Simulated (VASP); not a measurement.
# Pd (P6_3/mmc) in VASP: a series of runs, part 3 of 3

VASP 6.6.1. The steps go on from the part before.

## Step 5: Single point, PBEsol (volume scaled by 1.04)

INCAR

```
PREC = Accurate
ENCUT = 520
EDIFF = 1E-7
ISMEAR = -1
SIGMA = 0.05
LREAL = F
LASPH = T
NELM = 80
ALGO = Normal
ISIF = 2
LWAVE = F
LCHARG = F
GGA = PS
NBANDS = 17
```

KPOINTS

```
regular mesh
0
Gamma
  11 11 6
```

POSCAR

```
Pd
1.0
    2.8202964182      0.0000000000      0.0000000000
   -1.4101482091      2.4424483444      0.0000000000
    0.0000000000      0.0000000000      4.6898064722
Pd
2
Direct
    0.3333333333      0.6666666667      0.2500000000
    0.6666666667      0.3333333333      0.7500000000
```

Potentials or basis: VASP PAW PBE potentials, release 64 (Pd).

Run with:

```console
> cat potpaw_PBE.64/Pd/POTCAR > POTCAR
> mpirun -np 1 vasp_std > vasp.out
```

OUTCAR:

```text
PREC = Accurate
   ENCUT = 520
   EDIFF = 1E-7
   ISMEAR = -1
   LREAL = F
   LASPH = T
   NELM = 80
   ISIF = 2
   GGA = PS

 ion  position               nearest neighbor table
   1  0.333  0.667  0.250-   2 2.85   2 2.85   2 2.85   2 2.85   2 2.85   2 2.85
   2  0.667  0.333  0.750-   1 2.85   1 2.85   1 2.85   1 2.85   1 2.85   1 2.85

  LATTYP: Found a hexagonal cell.
 ALAT       =     2.8202964182
 C/A-ratio  =     1.6628771508

  Lattice vectors:

 A1 = (   2.8202964182,   0.0000000000,   0.0000000000)
 A2 = (  -1.4101482091,   2.4424483444,   0.0000000000)
 A3 = (   0.0000000000,   0.0000000000,   4.6898064722)

Analysis of symmetry for initial positions (statically):
=====================================================================
 Subroutine PRICEL returns:
 Original cell was already a primitive cell.

 Routine SETGRP: Setting up the symmetry group for a
 hexagonal supercell.

 Subroutine GETGRP returns: Found 24 space group operations
 (whereof 12 operations were pure point group operations)
 out of a pool of 24 trial point group operations.

The static configuration has the point symmetry D_3d.
 The point group associated with its full space group is D_6h.

Analysis of symmetry for dynamics (positions and initial velocities):
=====================================================================
 Subroutine PRICEL returns:
 Original cell was already a primitive cell.

 Routine SETGRP: Setting up the symmetry group for a
 hexagonal supercell.

 Subroutine GETGRP returns: Found 24 space group operations
 (whereof 12 operations were pure point group operations)
 out of a pool of 24 trial point group operations.

The dynamic configuration has the point symmetry D_3d.
 The point group associated with its full space group is D_6h.

 Subroutine INISYM returns: Found 24 space group operations
 (whereof 12 operations are pure point group operations),
 and found     1 'primitive' translations

----------------------------------------------------------------------------------------

                                     Primitive cell

  volume of cell :      32.3054

  direct lattice vectors                    reciprocal lattice vectors
     2.820296418  0.000000000  0.000000000     0.354572659  0.204712620  0.000000000
    -1.410148209  2.442448344  0.000000000     0.000000000  0.409425240  0.000000000
     0.000000000  0.000000000  4.689806472     0.000000000  0.000000000  0.213228415

  length of vectors
     2.820296418  2.820296418  4.689806472     0.409425240  0.409425240  0.213228415

  position of ions in fractional coordinates (direct lattice)
     0.333333333  0.666666667  0.250000000
     0.666666667  0.333333333  0.750000000

  ion indices of the primitive-cell ions
   primitive index   ion index
                 1           1
                 2           2

----------------------------------------------------------------------------------------

 KPOINTS: regular mesh

Automatic generation of k-mesh.
 Grid dimensions read from file:
 generate k-points for:   11   11    6

 Generating k-lattice:

  Cartesian coordinates                     Fractional coordinates (reciprocal lattice)
     0.032233878  0.018610238  0.000000000     0.090909091  0.000000000  0.000000000
     0.000000000  0.037220476  0.000000000     0.000000000  0.090909091  0.000000000
     0.000000000  0.000000000  0.035538069     0.000000000  0.000000000  0.166666667

  Length of vectors
     0.037220476  0.037220476  0.035538069

  Shift w.r.t. Gamma in fractional coordinates (k-lattice)
     0.000000000  0.000000000  0.000000000

 Subroutine IBZKPT returns following result:
 ===========================================

 Found     64 irreducible k-points:

 Following reciprocal coordinates:
            Coordinates               Weight
  0.000000  0.000000  0.000000      1.000000
  0.090909 -0.000000  0.000000      6.000000
  0.181818 -0.000000  0.000000      6.000000
  0.272727  0.000000  0.000000      6.000000
  0.363636  0.000000  0.000000      6.000000
  0.454545  0.000000  0.000000      6.000000
[... 16 lines left out ...]
  0.090909  0.090909  0.166667     12.000000
  0.181818  0.090909  0.166667     24.000000
 [... further k-points ...]
   k-points           NKPTS =     64   k-points in BZ     NKDIM =     64   number of bands    NBANDS=     17
   number of dos      NEDOS =    301   number of ions     NIONS =      2
   total plane-waves  NPLWV =  20736
   dimension x,y,z NGX =    24 NGY =   24 NGZ =   36
   dimension x,y,z NGXF=    48 NGYF=   48 NGZF=   72
   ions per type =               2
   NGX,Y,Z   is equivalent  to a cutoff of  14.15, 14.15, 12.76 a.u.
   NGXF,Y,Z  is equivalent  to a cutoff of  28.29, 28.29, 25.52 a.u.
 SYSTEM =  unknown system
   PREC   = accura    normal or accurate (medium, high low for compatibility)
   ISTART =      0    job   : 0-new  1-cont  2-samecut
   ICHARG =      2    charge: 1-file 2-atom 10-const
   ISPIN  =      1    spin polarized calculation?
   LNONCOLLINEAR =      F non collinear calculations
   LSORBIT =      F    spin-orbit coupling
   LASPH  =      T    aspherical Exc in radial PAW
   ENCUT  =  520.0 eV  38.22 Ry    6.18 a.u.   5.24  5.24  8.72*2*pi/ulx,y,z
   NELM   =     80;   NELMIN=  2; NELMDL= -5     # of ELM steps
   EDIFF  = 0.1E-06   stopping-criterion for ELM
   LREAL  =      F    real-space projection
   EDIFFG = 0.1E-05   stopping-criterion for IOM
   NSW    =      0    number of steps for IOM
   IBRION =     -1    ionic relax: 0-MD 1-quasi-New 2-CG
   NFREE  =      0    steps in history (QN), initial steepest desc. (CG)
   ISIF   =      2    stress and relaxation
   ISYM   =      2    0-nonsym 1-usesym 2-fastsym
   POTIM  = 0.5000    time-step for ionic-motion
   TEBEG  =    0.0;   TEEND  =   0.0 temperature during run
   PSTRESS=    0.0 pullay stress
   NELECT =      20.0000    total number of electrons
   NUPDOWN=      -1.0000    fix difference up-down
   EMIN   =  10.00;   EMAX   =-10.00  energy-range for DOS
   EFERMI =   0.00;   METHOD = LEGACY
   ISMEAR =    -1;   SIGMA  =   0.05  broadening in eV -4-tet -1-fermi 0-gaus
   EFERMI_NEDOS =   21; number of points for ismear=-14 and -15
   IALGO  =     38    algorithm
   IMIX   =      4    mixing-type and parameters
     AMIX     =   0.40;   BMIX     =  1.00
     AMIX_MAG =   1.60;   BMIX_MAG =  1.00
  volume/ion in A,a.u.               =      16.15       109.00
  Fermi-wavevector in a.u.,A,eV,Ry     =   1.395275  2.636687 26.487717  1.946792
  Thomas-Fermi vector in A             =   2.518743
   LORBIT       =      0    0 simple, 1 ext, 2 COOP (PROOUT), +10 PAW based schemes
   GGA     = PS    functional components
   LHFCALC =     F    Hartree Fock is set to
   AEXX    =    0.0000 exact exchange contribution
   IVDW    =     0    specifies the selected vdW correction
   LEPSILON=     F    determine dielectric tensor
   LRPA    =     F    only Hartree local field effects (RPA)
 non-spin polarized calculation
  energy-cutoff  :      520.00
  volume of cell :       32.31
 maximum number of plane-waves:       882
 NGX is ok and might be reduce to    24
   NGX = 11   NGY = 11   NGZ = 17

 number of electron      20.0000003 magnetization

 Free energy of the ion-electron system (eV)
  ---------------------------------------------------
  ext. energy  EPLUGINS =         0.00000000
  ---------------------------------------------------
  free energy    TOTEN  =       -11.69067873 eV

  energy without entropy =      -11.64003078  energy(sigma->0) =      -11.66535475

 E-fermi :   8.1707     XC(G=0): -12.8219

 val. band max:        8.1595463341   @ k =   0.4545   0.0909   0.0000
 cond. band min:       8.1748531002   @ k =   0.3636   0.0000   0.0000
 fundamental gap:      0.0153067661
 Fermi energy:         8.1707372078

 k-point     1 :       0.0000    0.0000    0.0000
  band No.  band energies     occupation
      1       1.6060      2.00000
      2       3.4785      2.00000
      3       5.6063      2.00000
      4       5.7817      2.00000
      5       5.7817      2.00000
      6       6.0886      2.00000
[... 9 lines left out ...]
     16      27.4052      0.00000
     17      29.3266      0.00000

 k-point     2 :       0.0909   -0.0000    0.0000
  band No.  band energies     occupation
      1       1.8548      2.00000
      2       3.6508      2.00000
      3       5.4652      2.00000
      4       5.8939      2.00000
      5       5.9408      2.00000
      6       6.0250      2.00000
[... 9 lines left out ...]
     16      26.9262      0.00000
     17      27.8182      0.00000
[... 421 lines left out ...]
 k-point    24 :       0.1818    0.0909    0.1667
  band No.  band energies     occupation
      1       3.2830      2.00000
      2       4.3550      2.00000
      3       5.0484      2.00000
      4       5.2119      2.00000
      5       5.6444      2.00000
      6       6.0574      2.00000
[... 9 lines left out ...]
     16      25.1964      0.00000
     17      26.5036      0.00000

 [... further k-points ...]
[... 5 lines left out ...]
  --------------------------------------------------------------------------------------
  -------------------------------------------------------------------------------------
  Total       -3.1462805     -3.1462805     -3.0629749      0.0000000     -0.0000000      0.0000000
  in kB     -156.0389279   -156.0389279   -151.9074073      0.0000000     -0.0000000      0.0000000
  external PRESSURE =    -154.6617544 kB  Pullay stress =       0.0000000 kB

 VOLUME and BASIS-vectors are now :
 -----------------------------------------------------------------------------
  energy-cutoff  :      520.00
  volume of cell :       32.31
      direct lattice vectors                 reciprocal lattice vectors
     2.820296418  0.000000000  0.000000000     0.354572659  0.204712620  0.000000000
    -1.410148209  2.442448344  0.000000000     0.000000000  0.409425240  0.000000000
     0.000000000  0.000000000  4.689806472     0.000000000  0.000000000  0.213228415

 POSITION                                       TOTAL-FORCE (eV/Angst)
 -----------------------------------------------------------------------------------
     -0.00000      1.62830      1.17245         0.000000      0.000000      0.000000
      1.41015      0.81415      3.51735        -0.000000     -0.000000      0.000000
 -----------------------------------------------------------------------------------
    total drift:                               -0.000000      0.000000     -0.000000

  FREE ENERGIE OF THE ION-ELECTRON SYSTEM (eV)
  ---------------------------------------------------
  free  energy   TOTEN  =       -11.6906787290 eV

  energy  without entropy=      -11.6400307786  energy(sigma->0) =      -11.66535475
```

Run time: 47 s. Hardware: 1 thread of Intel Xeon 6975P-C, shared host; peak memory 0.17 GiB.

What came out:

* Free energy: -11.6907 eV
* Pressure: -15.5 GPa
* Band gap on the k mesh: zero (band 10 reaches 8.29 eV, above the bottom of band 11 at 7.55 eV)

Levels at points of the mesh, in eV from the Fermi level:
```
           k point  band 7  band 8  band 9  band 10  band 11  band 12  band 13  band 14
(0.00, 0.00, 0.00)   -2.08   -1.47   -1.47    -0.21    -0.21     0.97     6.31    16.93
(0.00, 0.00, 0.50)   -2.43   -2.43   -0.62    -0.62    -0.62    -0.62    13.32    13.32
```

Caveat: the PAW data sets were made with another functional, which shifts forces and pressure a little.

## Step 6: Single point, PBEsol (volume scaled by 1.06)

INCAR

```
SYSTEM = Pd
PREC     = Accurate       ! precision mode
ENCUT    = 520            ! plane-wave cutoff, eV
EDIFF    = 1E-6           ! SCF threshold, eV
ISMEAR   = -1             ! smearing method
SIGMA    = 0.05           ! smearing width, eV
LREAL    = .FALSE.        ! projectors in reciprocal space
LASPH    = .TRUE.         ! aspherical terms in the spheres
NELM     = 100            ! most SCF steps
ALGO     = Normal         ! electronic algorithm
ISIF     = 2              ! what is computed and relaxed
LWAVE    = .FALSE.        ! write WAVECAR
LCHARG   = .TRUE.         ! write CHGCAR
GGA      = PS             ! functional
LELF     = .TRUE.         ! ELF
LVHAR    = .TRUE.       
NBANDS   = 17             ! bands
```

KPOINTS

```
Automatic mesh
0
G
  11 11 6
  0 0 0
```

POSCAR

```
Pd
1.0
    2.8382605740      0.0000000000      0.0000000000
   -1.4191302870      2.4580057597      0.0000000000
    0.0000000000      0.0000000000      4.7196786564
Pd
2
Direct
    0.3333333333      0.6666666667      0.2500000000
    0.6666666667      0.3333333333      0.7500000000
```

Potentials or basis: VASP PAW PBE potentials, release 64 (Pd).

Run with:

```console
> cat potpaw_PBE.64/Pd/POTCAR > POTCAR
> mpirun -np 1 vasp_std > vasp.out
```

It took 45 s on 1 thread of Intel Xeon 6975P-C, shared host; peak memory 0.17 GiB.

Results (log left out):

```yaml
Free_energy: -11.6272 eV
Pressure: -17.4 GPa
Band_gap_on_the_k_mesh: zero (band 10 reaches 8.00 eV, above the bottom of band 11 at 7.28 eV)
```

Stress tensor (GPa, compression positive):
```
-17.54   0.00   0.00
  0.00 -17.54   0.00
  0.00   0.00 -17.15
```

Levels at points of the mesh, in eV from the Fermi level:
| k point | band 6 | band 7 | band 8 | band 9 | band 10 | band 11 | band 12 | band 13 | band 14 | band 15 |
| --- | --- | --- | --- | --- | --- | --- | --- | --- | --- | --- |
| (0.00, 0.00, 0.00) | -2.02 | -2.02 | -1.42 | -1.42 | -0.21 | -0.21 | 1.02 | 6.18 | 16.89 | 18.41 |
| (0.00, 0.00, 0.50) | -2.35 | -2.35 | -2.35 | -0.60 | -0.60 | -0.60 | -0.60 | 13.16 | 13.16 | 17.30 |

Caveat: the PAW data sets were made with another functional, which shifts forces and pressure a little.

## Step 7: The runs side by side

```csv
cell,gap on the mesh (eV),pressure (GPa)
"a = 2.727, b = 2.727, c = 4.534 Å, angles 90.0, 90.0, 120.0°, 2 atoms",none,-0.1
"a = 2.746, b = 2.746, c = 4.566 Å, angles 90.0, 90.0, 120.0°, 2 atoms",none,-4.0
"a = 2.802, b = 2.802, c = 4.660 Å, angles 90.0, 90.0, 120.0°, 2 atoms",none,-13.2
"a = 2.820, b = 2.820, c = 4.690 Å, angles 90.0, 90.0, 120.0°, 2 atoms",none,-15.5
"a = 2.838, b = 2.838, c = 4.720 Å, angles 90.0, 90.0, 120.0°, 2 atoms",none,-17.4
```

Alike in all rows: task single point; level PBEsol; potentials or basis VASP PAW PBE potentials, release 64 (Pd); no spin polarisation; k mesh 11 × 11 × 6; cutoff (eV) 520; smearing fermi-dirac 0.05 eV.

Caveats: the PAW data sets were made with another functional, which shifts forces and pressure a little.

Absolute energies hang on the potentials; compare differences alone.
